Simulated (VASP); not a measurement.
# SiGe4 in VASP: single point with PBE

Aim: the single point of SiGe4 with PBE.

All numbers are computed with VASP 6.6.1; they aren't measurements. Logs are shortened: lines on timing, memory, paths and dates and some standing lists are left out, and cuts for length are marked.

**1. The cell of the first run**

The cell holds a slab with vacuum, 5 atoms: a = 4.074 Å, b = 4.074 Å, c = 19.740 Å, α = 90.00°, β = 90.00°, γ = 120.00°.

**2. Single point, PBE**

The input, INCAR:

```
PREC = Accurate ; ENCUT = 410
EDIFF = 1E-6 ; ISMEAR = 0
SIGMA = 0.1 ; LREAL = F
LASPH = T ; NELM = 120
ALGO = Normal ; ISIF = 2
LWAVE = F ; LCHARG = F
LDIPOL = T ; IDIPOL = 3
DIPOL = 0.5 0.5 0.315 ; GGA = PE
NBANDS = 38 ; GGA_COMPAT = F
NELMDL = -8
```

The input, KPOINTS:

```
regular mesh
0
Gamma
  14 14 1
```

The input, POSCAR:

```
SiGe4
1.0
    4.0740542171      0.0000000000      0.0000000000
   -2.0370271085      3.5282344484      0.0000000000
    0.0000000000      0.0000000000     19.7403205846
Ge Si
4 1
Direct
    0.3333333333      0.6666666667      0.2026309544
    0.0000000000      0.0000000000      0.2447585800
    0.0000000000      0.0000000000      0.3792011874
    0.6666666667      0.3333333333      0.4174360061
    1.3333333333      0.6666666667      0.3288185166
```

Potentials or basis: VASP PAW PBE potentials, release 64 (Ge_d, Si).

The run is started by

```console
$ cat potpaw_PBE.64/Ge_d/POTCAR potpaw_PBE.64/Si/POTCAR > POTCAR
$ mpirun -np 1 vasp_std > vasp.out
```

OUTCAR:

```text
PREC = Accurate
   ENCUT = 410
   EDIFF = 1E-6
   ISMEAR = 0
   LREAL = F
   LASPH = T
   NELM = 120
   ISIF = 2
   GGA = PE
   NELMDL = -8

 ion  position               nearest neighbor table
   1  0.333  0.667  0.203-   5 2.49   2 2.49   2 2.49   2 2.49
   2  0.000  0.000  0.245-   1 2.49   1 2.49   1 2.49   3 2.65   5 2.88   5 2.88   5 2.88
   3  0.000  0.000  0.379-   4 2.47   4 2.47   4 2.47   5 2.55   5 2.55   5 2.55   2 2.65
   4  0.667  0.333  0.417-   3 2.47   3 2.47   3 2.47   5 2.93   5 2.93   5 2.93
   5  0.333  0.667  0.329-   1 2.49   3 2.55   3 2.55   3 2.55   2 2.88   2 2.88   2 2.88   4 2.93
                             4 2.93   4 2.93

  LATTYP: Found a hexagonal cell.
 ALAT       =     4.0740542171
 C/A-ratio  =     4.8453750325

  Lattice vectors:

 A1 = (   4.0740542171,   0.0000000000,   0.0000000000)
 A2 = (  -2.0370271085,   3.5282344484,   0.0000000000)
 A3 = (   0.0000000000,   0.0000000000,  19.7403205846)

Analysis of symmetry for initial positions (statically):
=====================================================================
 Subroutine PRICEL returns:
 Original cell was already a primitive cell.

 Routine SETGRP: Setting up the symmetry group for a
 hexagonal supercell.

 Subroutine GETGRP returns: Found  6 space group operations
 (whereof  6 operations were pure point group operations)
 out of a pool of 24 trial point group operations.

The static configuration has the point symmetry C_3v.

Analysis of symmetry for dynamics (positions and initial velocities):
=====================================================================
 Subroutine PRICEL returns:
 Original cell was already a primitive cell.

 Routine SETGRP: Setting up the symmetry group for a
 hexagonal supercell.

 Subroutine GETGRP returns: Found  6 space group operations
 (whereof  6 operations were pure point group operations)
 out of a pool of 24 trial point group operations.

The dynamic configuration has the point symmetry C_3v.

 Subroutine INISYM returns: Found  6 space group operations
 (whereof  6 operations are pure point group operations),
 and found     1 'primitive' translations

----------------------------------------------------------------------------------------

                                     Primitive cell

  volume of cell :     283.7517

  direct lattice vectors                    reciprocal lattice vectors
     4.074054217  0.000000000  0.000000000     0.245455742  0.141713939  0.000000000
    -2.037027108  3.528234448  0.000000000     0.000000000  0.283427877  0.000000000
     0.000000000  0.000000000 19.740320585     0.000000000  0.000000000  0.050657739

  length of vectors
     4.074054217  4.074054217 19.740320585     0.283427877  0.283427877  0.050657739

  position of ions in fractional coordinates (direct lattice)
     0.333333333  0.666666667  0.202630954
     0.000000000  0.000000000  0.244758580
     0.000000000  0.000000000  0.379201187
     0.666666667  0.333333333  0.417436006
     0.333333333  0.666666667  0.328818517

  ion indices of the primitive-cell ions
   primitive index   ion index
                 1           1
                 2           2
                 3           3
                 4           4
                 5           5

----------------------------------------------------------------------------------------

 KPOINTS: regular mesh

Automatic generation of k-mesh.
 Grid dimensions read from file:
 generate k-points for:   14   14    1

 Generating k-lattice:

  Cartesian coordinates                     Fractional coordinates (reciprocal lattice)
     0.017532553  0.010122424  0.000000000     0.071428571  0.000000000  0.000000000
     0.000000000  0.020244848  0.000000000     0.000000000  0.071428571  0.000000000
     0.000000000  0.000000000  0.050657739     0.000000000  0.000000000  1.000000000

  Length of vectors
     0.020244848  0.020244848  0.050657739

  Shift w.r.t. Gamma in fractional coordinates (k-lattice)
     0.000000000  0.000000000  0.000000000

 Subroutine IBZKPT returns following result:
 ===========================================

 Found     24 irreducible k-points:

 Following reciprocal coordinates:
            Coordinates               Weight
  0.000000  0.000000  0.000000      1.000000
  0.071429 -0.000000  0.000000      6.000000
  0.142857  0.000000  0.000000      6.000000
  0.214286  0.000000  0.000000      6.000000
  0.285714 -0.000000  0.000000      6.000000
  0.357143  0.000000  0.000000      6.000000
[... 16 lines left out ...]
  0.285714  0.285714  0.000000      6.000000
  0.357143  0.285714  0.000000      6.000000
   k-points           NKPTS =     24   k-points in BZ     NKDIM =     24   number of bands    NBANDS=     38
   number of dos      NEDOS =    301   number of ions     NIONS =      5
   total plane-waves  NPLWV = 109760
   dimension x,y,z NGX =    28 NGY =   28 NGZ =  140
   dimension x,y,z NGXF=    56 NGYF=   56 NGZF=  280
   ions per type =               4   1
   NGX,Y,Z   is equivalent  to a cutoff of  11.43, 11.43, 11.79 a.u.
   NGXF,Y,Z  is equivalent  to a cutoff of  22.85, 22.85, 23.58 a.u.
 SYSTEM =  unknown system
   PREC   = accura    normal or accurate (medium, high low for compatibility)
   ISTART =      0    job   : 0-new  1-cont  2-samecut
   ICHARG =      2    charge: 1-file 2-atom 10-const
   ISPIN  =      1    spin polarized calculation?
   LNONCOLLINEAR =      F non collinear calculations
   LSORBIT =      F    spin-orbit coupling
   LASPH  =      T    aspherical Exc in radial PAW
   ENCUT  =  410.0 eV  30.13 Ry    5.49 a.u.   6.73  6.73 32.59*2*pi/ulx,y,z
   NELM   =    120;   NELMIN=  2; NELMDL= -8     # of ELM steps
   EDIFF  = 0.1E-05   stopping-criterion for ELM
   LREAL  =      F    real-space projection
   EDIFFG = 0.1E-04   stopping-criterion for IOM
   NSW    =      0    number of steps for IOM
   IBRION =     -1    ionic relax: 0-MD 1-quasi-New 2-CG
   NFREE  =      0    steps in history (QN), initial steepest desc. (CG)
   ISIF   =      2    stress and relaxation
   ISYM   =      2    0-nonsym 1-usesym 2-fastsym
   POTIM  = 0.5000    time-step for ionic-motion
   TEBEG  =    0.0;   TEEND  =   0.0 temperature during run
   PSTRESS=    0.0 pullay stress
   NELECT =      60.0000    total number of electrons
   NUPDOWN=      -1.0000    fix difference up-down
   EMIN   =  10.00;   EMAX   =-10.00  energy-range for DOS
   EFERMI =   0.00;   METHOD = LEGACY
   ISMEAR =     0;   SIGMA  =   0.10  broadening in eV -4-tet -1-fermi 0-gaus
   EFERMI_NEDOS =   21; number of points for ismear=-14 and -15
   IALGO  =     38    algorithm
   IMIX   =      4    mixing-type and parameters
     AMIX     =   0.40;   BMIX     =  1.00
     AMIX_MAG =   1.60;   BMIX_MAG =  1.00
  volume/ion in A,a.u.               =      56.75       382.97
  Fermi-wavevector in a.u.,A,eV,Ry     =   0.975317  1.843082 12.942449  0.951243
  Thomas-Fermi vector in A             =   2.105847
   LORBIT       =      0    0 simple, 1 ext, 2 COOP (PROOUT), +10 PAW based schemes
   GGA     = PE    functional components
   LHFCALC =     F    Hartree Fock is set to
   AEXX    =    0.0000 exact exchange contribution
   IVDW    =     0    specifies the selected vdW correction
   LEPSILON=     F    determine dielectric tensor
   LRPA    =     F    only Hartree local field effects (RPA)
 non-spin polarized calculation
 Gauss-broadening in eV      SIGMA  =   0.10
  energy-cutoff  :      410.00
  volume of cell :      283.75
 maximum number of plane-waves:      5381
 NGX is ok and might be reduce to    28
   NGX = 13   NGY = 13   NGZ = 65

 dipolmoment           0.000000      0.000000      0.001349 electrons x Angstroem

 number of electron      59.9999982 magnetization

 dipolmoment           0.000000      0.000000     -0.002474 electrons x Angstroem

 Free energy of the ion-electron system (eV)
  ---------------------------------------------------
  ext. energy  EPLUGINS =         0.00000000
  ---------------------------------------------------
  free energy    TOTEN  =       -20.57849775 eV

  energy without entropy =      -20.57548740  energy(sigma->0) =      -20.57699258

 E-fermi :  -0.2493     XC(G=0):  -4.2778

 val. band max:       -0.3229692493   @ k =   0.0714   0.0714   0.0000
 cond. band min:      -0.1010776524   @ k =   0.2857   0.2857   0.0000
 fundamental gap:      0.2218915969
 Fermi energy:        -0.2493139291

 k-point     1 :       0.0000    0.0000    0.0000
  band No.  band energies     occupation
      1     -25.3429      2.00000
      2     -25.3429      2.00000
      3     -25.3080      2.00000
      4     -25.3035      2.00000
      5     -25.3035      2.00000
      6     -25.2749      2.00000
[... 30 lines left out ...]
     37       3.0081      0.00000
     38       3.4076      0.00000

 k-point     2 :       0.0714   -0.0000    0.0000
  band No.  band energies     occupation
      1     -25.3448      2.00000
      2     -25.3445      2.00000
      3     -25.3091      2.00000
      4     -25.3038      2.00000
      5     -25.3024      2.00000
      6     -25.2731      2.00000
[... 30 lines left out ...]
     37       3.0436      0.00000
     38       3.4558      0.00000

 k-point     3 :       0.1429    0.0000    0.0000
  band No.  band energies     occupation
      1     -25.3495      2.00000
      2     -25.3480      2.00000
      3     -25.3113      2.00000
      4     -25.3048      2.00000
      5     -25.3005      2.00000
      6     -25.2689      2.00000
[... 30 lines left out ...]
     37       3.1918      0.00000
[... 781 lines left out ...]
 k-point    23 :       0.2857    0.2857    0.0000
  band No.  band energies     occupation
      1     -25.3869      2.00000
      2     -25.3368      2.00000
      3     -25.3203      2.00000
      4     -25.3088      2.00000
      5     -25.2860      2.00000
      6     -25.2569      2.00000
[... 30 lines left out ...]
     37       4.6652      0.00000
     38       5.2014      0.00000

 k-point    24 :       0.3571    0.2857    0.0000
  band No.  band energies     occupation
      1     -25.3888      2.00000
      2     -25.3363      2.00000
      3     -25.3213      2.00000
      4     -25.3072      2.00000
      5     -25.2862      2.00000
      6     -25.2534      2.00000
[... 30 lines left out ...]
     37       4.7248      0.00000
     38       5.3163      0.00000

------------------------ aborting loop because EDIFF is reached ----------------------------------------

 vacuum level on the upper side and lower side of the slab       (xc-potential included)        -0.119        -0.103

  FORCE on cell =-STRESS in cart. coord.  units (eV):
  Direction    XX          YY          ZZ          XY          YZ          ZX
  --------------------------------------------------------------------------------------
  -------------------------------------------------------------------------------------
  Total        8.2566871      8.2566871      2.2700457      0.0000000      0.0000000     -0.0000000
  in kB       46.6206119     46.6206119     12.8176006      0.0000000      0.0000000     -0.0000000
  external PRESSURE =      35.3529414 kB  Pullay stress =       0.0000000 kB

 VOLUME and BASIS-vectors are now :
 -----------------------------------------------------------------------------
  energy-cutoff  :      410.00
  volume of cell :      283.75
      direct lattice vectors                 reciprocal lattice vectors
     4.074054217  0.000000000  0.000000000     0.245455742  0.141713939  0.000000000
    -2.037027108  3.528234448  0.000000000     0.000000000  0.283427877  0.000000000
     0.000000000  0.000000000 19.740320585     0.000000000  0.000000000  0.050657739

 POSITION                                       TOTAL-FORCE (eV/Angst)
 -----------------------------------------------------------------------------------
     -0.00000      2.35216      4.00000        -0.000000     -0.000000     -0.716127
      0.00000      0.00000      4.83161         0.000000      0.000000      0.118408
      0.00000      0.00000      7.48555         0.000000      0.000000     -0.192526
      2.03703      1.17608      8.24032         0.000000      0.000000      0.629256
     -0.00000      2.35216      6.49098         0.000000      0.000000      0.160989
 -----------------------------------------------------------------------------------
    total drift:                                0.000001     -0.000000     -0.002627

  FREE ENERGIE OF THE ION-ELECTRON SYSTEM (eV)
  ---------------------------------------------------
  free  energy   TOTEN  =       -20.5784977503 eV

  energy  without entropy=      -20.5754874014  energy(sigma->0) =      -20.57699258

 vacuum level on the upper side and lower side of the slab         3.522         3.535
```

It took 13 min on 1 thread of AMD EPYC, shared host; peak memory 0.36 GiB.

What came out:

```
Free energy            : -20.5785 eV
Largest force          : 0.716 eV/Å
Band gap on the k mesh : zero (bands 30 and 31 overlap by 0.57 eV)
```

Forces in eV/Å, atoms in the order of the input:
```
Ge   0.000  0.000 -0.716
Ge   0.000  0.000  0.118
Ge   0.000  0.000 -0.193
Ge   0.000  0.000  0.629
Si   0.000  0.000  0.161
```

Levels at points of the mesh, in eV from the Fermi level:
```
           k point  band 26  band 27  band 28  band 29  band 30  band 31  band 32  band 33  band 34  band 35
(0.00, 0.00, 0.00)    -2.74    -2.74    -1.48    -1.48    -0.65    -0.27    -0.27     0.55     0.76     2.57
(0.50, 0.00, 0.00)    -4.78    -4.24    -2.68    -2.08    -1.34     0.23     0.85     1.83     3.05     4.23
```
